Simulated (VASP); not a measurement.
A run of VASP 6.6.1 is set up as follows.

INCAR

```
SYSTEM = HC18N
  PREC = Accurate
  ENCUT = 520
  EDIFF = 1E-7
  ISMEAR = -1
  SIGMA = 0.02
  LREAL = Auto
  LASPH = .True.
  NELM = 60
  ALGO = Normal
  ISIF = 2
  LWAVE = .False.
  LCHARG = .False.
  GGA = PE
  NBANDS = 55
```

File KPOINTS:

```
Automatic mesh
0
Gamma
  2 2 1
  0 0 0
```

File POSCAR:

```
HC18N
1.0
    7.3980000000      0.0000000000      0.0000000000
   -3.6990000000      6.4068560000      0.0000000000
    0.0000000000      0.0000000000     13.0000000000
C N H
18 1 1
Direct
    0.0037972450     -0.0005916100      0.0763633227
    0.2267748003      0.1099906121      0.0720493848
    0.0052368706      0.3310028808      0.0714071964
    0.2249641826      0.4410064390      0.0714366455
    0.0027417975      0.6619241586      0.0720504822
    0.2258571191      0.7726807928      0.0760191199
    0.3391341276     -0.0007672710      0.0760149475
    0.5564855457      0.1101346358      0.0790677812
    0.3367919961      0.3297926403      0.0717699873
    0.5601891986      0.4409099363      0.0714100972
    0.3323061070      0.6617779040      0.0790770350
    0.5558728595      0.7675518465      0.1025784171
    0.6742781847      0.0043631671      0.1025708017
    0.8983350370      0.1108227031      0.0791188386
    0.6699136028      0.3309069185      0.0714333753
    0.8929565158      0.4421215512      0.0717692457
    0.6734697326      0.6610897105      0.0791294038
    0.8903473363      0.7725051481      0.0763685474
    0.6220037769      0.8859582930      0.2013734051
    0.4938789641      0.8859564433      0.2320693657
```

Potentials or basis: VASP PAW PBE potentials, release 64 (C, N, H).

Run with:

```console
$ cat potpaw_PBE.64/C/POTCAR potpaw_PBE.64/N/POTCAR potpaw_PBE.64/H/POTCAR > POTCAR
$ mpirun -np 1 vasp_std > vasp.out
```

Problem. Predict the largest force.

Solution. 0.105 eV/Å.

Problem. What does it give for the band gap on the k mesh?

Solution. 0.24 eV.

Forces on the atoms (eV/Å):
```
C   -0.001 -0.009 -0.001
C    0.003 -0.002 -0.001
C   -0.009  0.005 -0.003
C    0.013  0.002 -0.002
C   -0.002  0.003  0.000
C   -0.003  0.005 -0.001
C   -0.004  0.000  0.006
C    0.011 -0.008 -0.010
C   -0.001  0.011 -0.002
C   -0.007  0.000 -0.003
C    0.009 -0.003 -0.002
C    0.009 -0.048 -0.043
C    0.012  0.047 -0.044
C   -0.009 -0.007 -0.004
C    0.002  0.004 -0.003
C   -0.002 -0.010 -0.002
C   -0.015  0.001 -0.002
C    0.007  0.008 -0.003
N   -0.028  0.001  0.101
H    0.015  0.000  0.017
```

Caveat: the k points lie up to 0.49 Å⁻¹ apart; there is no dipole correction, which matters where the two faces differ.
